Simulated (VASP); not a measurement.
## AlRu: single point with PBEsol

AlRu:

```
Al Ru
1.0
     2.96358    0.00000    0.00000
     0.00000    2.96358    0.00000
     0.00000    0.00000    2.96358
Al Ru
1 1
Direct
  0.00000 0.00000 0.00000
  0.50000 0.50000 0.50000
```

* Program: VASP 6.6.1
* Task: single point
* Functional: PBEsol
* Potentials or basis: VASP PAW PBE potentials, release 64 (Al, Ru_pv)
* Cutoff: 500 eV
* k mesh: 6 × 6 × 6
* Occupations: gaussian, width 0.1 eV
* Spin: no spin polarisation

| Item | Value |
| --- | --- |
| Pressure | 2.9 GPa |

Levels at points of the mesh, in eV from the Fermi level:
| k point | band 5 | band 6 | band 7 | band 8 | band 9 | band 10 | band 11 | band 12 |
| --- | --- | --- | --- | --- | --- | --- | --- | --- |
| (0.00, 0.00, 0.00) | -3.60 | -3.60 | 0.32 | 0.32 | 0.32 | 6.34 | 6.34 | 6.34 |
| (0.50, 0.00, 0.00) | -5.39 | -2.77 | -1.54 | -1.54 | 0.59 | 2.53 | 7.57 | 11.28 |
| (0.50, 0.50, 0.00) | -3.07 | -1.25 | -1.25 | -1.10 | -1.10 | 1.74 | 5.60 | 6.69 |
| (0.50, 0.50, 0.50) | -4.67 | -4.67 | 1.84 | 1.84 | 2.90 | 4.31 | 4.31 | 4.31 |

Wall time 12 s on 1 thread of Intel Xeon 8259CL, with other jobs on the host, peak memory 0.14 GiB.

Caveat: the PAW data sets were made with another functional, which shifts forces and pressure a little.
